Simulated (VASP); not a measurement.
# SrO (Pm-3m) in VASP: single point with HSE06

Aim: the single point of SrO with HSE06.

All numbers are computed with VASP 6.6.1; they aren't measurements. Logs are shortened: lines on timing, memory, paths and dates and some standing lists are left out, and cuts for length are marked.

### 1 The cell of the first run

The structure is cubic, space group Pm-3m (No. 221). The conventional cell has a = 3.103 Å, b = 3.103 Å, c = 3.103 Å, α = 90.00°, β = 90.00°, γ = 90.00°. Within 3.5 Å of Sr (site symmetry m-3m) lie 8 O at 2.69 Å and 6 Sr at 3.10 Å. Within 3.5 Å of O (site symmetry m-3m) lie 8 Sr at 2.69 Å and 6 O at 3.10 Å.

### 2 Single point, HSE06, non-collinear spin, zero start, spin-orbit coupling

POSCAR

```
SrO
1.0
    3.1028650670      0.0000000000      0.0000000000
    0.0000000000      3.1028650670      0.0000000000
    0.0000000000      0.0000000000      3.1028650670
Sr O
1 1
Direct
    0.0000000000      0.0000000000      0.0000000000
    0.5000000000      0.5000000000      0.5000000000
```

INCAR.step1

```
SYSTEM = SrO
  ALGO = Normal
  EDIFF = 1E-5
  ENCUT = 520
  GGA = PE
  GGA_COMPAT = .False.
  ISIF = 2
  ISMEAR = 0
  LASPH = .True.
  LCHARG = .False.
  LNONCOLLINEAR = .True.
  LORBIT = 11
  LORBMOM = .True.
  LREAL = .False.
  LSORBIT = .True.
  LWAVE = .True.
  MAGMOM = 0 0 0 0 0 0
  NBANDS = 28
  NELM = 150
  PREC = Accurate
  SIGMA = 0.01
```

INCAR.step2

```
SYSTEM = SrO
  ALGO = Normal
  EDIFF = 1E-6
  ENCUT = 520
  GGA = PE
  GGA_COMPAT = .False.
  HFSCREEN = 0.2079
  ISIF = 2
  ISMEAR = 0
  ISTART = 1
  LASPH = .True.
  LCHARG = .False.
  LHFCALC = .True.
  LNONCOLLINEAR = .True.
  LORBIT = 11
  LORBMOM = .True.
  LREAL = .False.
  LSORBIT = .True.
  LWAVE = .False.
  MAGMOM = 0 0 0 0 0 0
  NBANDS = 28
  NELM = 150
  PREC = Accurate
  PRECFOCK = Normal
  SIGMA = 0.01
```

KPOINTS

```
k-points
0
Gamma
  4 4 4
  0 0 0
```

Potentials or basis: VASP PAW PBE potentials, release 64 (Sr_sv, O).

Command:

```sh
$ cat potpaw_PBE.64/Sr_sv/POTCAR potpaw_PBE.64/O/POTCAR > POTCAR
$ cp INCAR.step1 INCAR
$ mpirun -np 1 vasp_ncl > vasp.out
$ cp INCAR.step2 INCAR
$ mpirun -np 1 vasp_ncl > vasp.out
```

OUTCAR:

```text
SYSTEM = SrO
   EDIFF = 1E-6
   ENCUT = 520
   GGA = PE
   HFSCREEN = 0.2079
   ISIF = 2
   ISMEAR = 0
   ISTART = 1
   LASPH = .True.
   LHFCALC = .True.
   LNONCOLLINEAR = .True.
   LORBIT = 11
   LREAL = .False.
   LSORBIT = .True.
   NELM = 150
   PREC = Accurate
   PRECFOCK = Normal

 ion  position               nearest neighbor table
   1  0.000  0.000  0.000-   2 2.69   2 2.69   2 2.69   2 2.69   2 2.69   2 2.69   2 2.69   2 2.69

   2  0.500  0.500  0.500-   1 2.69   1 2.69   1 2.69   1 2.69   1 2.69   1 2.69   1 2.69   1 2.69

  LATTYP: Found a simple cubic cell.
 ALAT       =     3.1028650670

  Lattice vectors:

 A1 = (   3.1028650670,   0.0000000000,   0.0000000000)
 A2 = (   0.0000000000,   3.1028650670,   0.0000000000)
 A3 = (   0.0000000000,   0.0000000000,   3.1028650670)

Analysis of symmetry for initial positions (statically):
=====================================================================
 Subroutine PRICEL returns:
 Original cell was already a primitive cell.

 Routine SETGRP: Setting up the symmetry group for a
 simple cubic supercell.

 Subroutine GETGRP returns: Found 48 space group operations
 (whereof 48 operations were pure point group operations)
 out of a pool of 48 trial point group operations.

The static configuration has the point symmetry O_h .

Analysis of symmetry for dynamics (positions and initial velocities):
=====================================================================
 Subroutine PRICEL returns:
 Original cell was already a primitive cell.

 Routine SETGRP: Setting up the symmetry group for a
 simple cubic supercell.

 Subroutine GETGRP returns: Found 48 space group operations
 (whereof 48 operations were pure point group operations)
 out of a pool of 48 trial point group operations.

The dynamic configuration has the point symmetry O_h .

Analysis of structural, dynamic, and magnetic symmetry:
=====================================================================
 Subroutine PRICEL returns:
 Original cell was already a primitive cell.

 Routine SETGRP: Setting up the symmetry group for a
 simple cubic supercell.

 Subroutine GETGRP returns: Found 48 space group operations
 (whereof 48 operations were pure point group operations)
 out of a pool of 48 trial point group operations.

The overall configuration has the point symmetry O_h .

 Subroutine INISYM returns: Found 48 space group operations
 (whereof 48 operations are pure point group operations),
 and found     1 'primitive' translations

----------------------------------------------------------------------------------------

                                     Primitive cell
[... 475 lines left out ...]
    total drift:                                0.000000      0.000000      0.000000

  FREE ENERGIE OF THE ION-ELECTRON SYSTEM (eV)
  ---------------------------------------------------
  free  energy   TOTEN  =       -13.4402798697 eV

  energy  without entropy=      -13.4402798697  energy(sigma->0) =      -13.44027987

 orbital moment (x)

 # of ion     p       d       tot
 ----------------------------------------
  1         0.000   0.000   0.000
  2         0.000   0.000   0.000
 ----------------------------------------
            0.000   0.000   0.000

 orbital moment (y)

 # of ion     p       d       tot
 ----------------------------------------
  1        -0.000  -0.000  -0.000
  2         0.000   0.000   0.000
 ----------------------------------------
            0.000  -0.000  -0.000

 orbital moment (z)

 # of ion     p       d       tot
 ----------------------------------------
  1         0.000  -0.000   0.000
  2         0.000   0.000   0.000
 ----------------------------------------
            0.000  -0.000   0.000

 Spin-Orbit-Coupling matrix elements

 Ion:    1  E_soc:     -0.1720028
 l=   1
     0.0000000    -0.0286479    -0.0286479
    -0.0286479     0.0000000    -0.0286479
    -0.0286479    -0.0286479     0.0000000
 l=   2
     0.0000000    -0.0000066     0.0000000    -0.0000066    -0.0000126
    -0.0000066     0.0000000    -0.0000094    -0.0000066    -0.0000031
     0.0000000    -0.0000094     0.0000000    -0.0000094     0.0000000
    -0.0000066    -0.0000066    -0.0000094     0.0000000    -0.0000031
    -0.0000126    -0.0000031     0.0000000    -0.0000031     0.0000000
 l=   3
     0.0000000     0.0000000     0.0000000     0.0000000     0.0000000     0.0000000     0.0000000
     0.0000000     0.0000000     0.0000000     0.0000000     0.0000000     0.0000000     0.0000000
     0.0000000     0.0000000     0.0000000     0.0000000     0.0000000     0.0000000     0.0000000
     0.0000000     0.0000000     0.0000000     0.0000000     0.0000000     0.0000000     0.0000000
     0.0000000     0.0000000     0.0000000     0.0000000     0.0000000     0.0000000     0.0000000
     0.0000000     0.0000000     0.0000000     0.0000000     0.0000000     0.0000000     0.0000000
     0.0000000     0.0000000     0.0000000     0.0000000     0.0000000     0.0000000     0.0000000

 Ion:    2  E_soc:     -0.0002514
 l=   1
     0.0000000    -0.0000419    -0.0000419
    -0.0000419     0.0000000    -0.0000419
    -0.0000419    -0.0000419     0.0000000
 l=   2
     0.0000000     0.0000000     0.0000000     0.0000000     0.0000000
     0.0000000     0.0000000     0.0000000     0.0000000     0.0000000
     0.0000000     0.0000000     0.0000000     0.0000000     0.0000000
     0.0000000     0.0000000     0.0000000     0.0000000     0.0000000
     0.0000000     0.0000000     0.0000000     0.0000000     0.0000000
 l=   3
     0.0000000     0.0000000     0.0000000     0.0000000     0.0000000     0.0000000     0.0000000
     0.0000000     0.0000000     0.0000000     0.0000000     0.0000000     0.0000000     0.0000000
     0.0000000     0.0000000     0.0000000     0.0000000     0.0000000     0.0000000     0.0000000
     0.0000000     0.0000000     0.0000000     0.0000000     0.0000000     0.0000000     0.0000000
     0.0000000     0.0000000     0.0000000     0.0000000     0.0000000     0.0000000     0.0000000
     0.0000000     0.0000000     0.0000000     0.0000000     0.0000000     0.0000000     0.0000000
     0.0000000     0.0000000     0.0000000     0.0000000     0.0000000     0.0000000     0.0000000

 total charge

# of ion       s       p       d       tot
------------------------------------------
    1        2.013   5.872   0.234   8.119
    2        1.550   3.450   0.000   5.001
--------------------------------------------------
tot          3.563   9.323   0.234  13.120

 magnetization (x)

# of ion       s       p       d       tot
------------------------------------------
    1        0.000  -0.000  -0.000  -0.000
    2       -0.000   0.000   0.000  -0.000
--------------------------------------------------
tot         -0.000  -0.000  -0.000  -0.000

 magnetization (y)

# of ion       s       p       d       tot
------------------------------------------
    1       -0.000  -0.000  -0.000  -0.000
    2        0.000  -0.000   0.000  -0.000
--------------------------------------------------
tot         -0.000  -0.000  -0.000  -0.000

 magnetization (z)

# of ion       s       p       d       tot
------------------------------------------
    1       -0.000   0.000  -0.000   0.000
    2        0.000  -0.000   0.000  -0.000
--------------------------------------------------
tot          0.000   0.000  -0.000   0.000
```

OSZICAR.step1:

```text
N       E                     dE             d eps       ncg     rms          rms(c)
DAV:   1     0.813705731940E+02    0.81371E+02   -0.85003E+03   560   0.113E+03
DAV:   2    -0.882733802462E+01   -0.90198E+02   -0.85720E+02   736   0.264E+02
DAV:   3    -0.132053513718E+02   -0.43780E+01   -0.43322E+01   776   0.483E+01
DAV:   4    -0.132992677130E+02   -0.93916E-01   -0.93697E-01   776   0.550E+00
DAV:   5    -0.132995798662E+02   -0.31215E-03   -0.31215E-03   648   0.423E-01    0.208E+01
DAV:   6    -0.114073955837E+02    0.18922E+01   -0.50223E+00   588   0.194E+01    0.208E+01
DAV:   7    -0.113205110777E+02    0.86885E-01   -0.43059E-01   656   0.490E+00    0.129E+01
DAV:   8    -0.112900833618E+02    0.30428E-01   -0.14432E-01   632   0.380E+00    0.224E+00
DAV:   9    -0.112896807598E+02    0.40260E-03   -0.13471E-02   736   0.849E-01    0.352E-01
DAV:  10    -0.112896194227E+02    0.61337E-04   -0.15159E-03   628   0.325E-01    0.166E-01
DAV:  11    -0.112896924319E+02   -0.73009E-04   -0.15640E-04   692   0.158E-01    0.718E-02
DAV:  12    -0.112897086521E+02   -0.16220E-04   -0.42082E-05   652   0.564E-02    0.330E-02
DAV:  13    -0.112897142440E+02   -0.55919E-05   -0.95507E-06   556   0.378E-02
   1 F= -.11289714E+02 E0= -.11289714E+02  d E =-.119664E-38  mag=     0.0000    -0.0000     0.0000
```

It took 15 min on 1 thread of Intel Xeon Platinum 8375C at 2.90GHz (Ice Lake), shared host; peak memory 0.32 GiB.

What came out:

- Free energy: -13.4403 eV
- Pressure: 0.5 GPa
- Net moment: 0.00 μB per cell
- Valence electrons inside the program's atomic spheres: Sr 8.12; O 5.00

Moments on the atoms (μB; x, y, z):
```
Sr  0.00 0.00 0.00
O   0.00 0.00 0.00
```

Caveat: the k points lie up to 0.51 Å⁻¹ apart; the PAW data sets were made with another functional, which shifts forces and pressure a little.
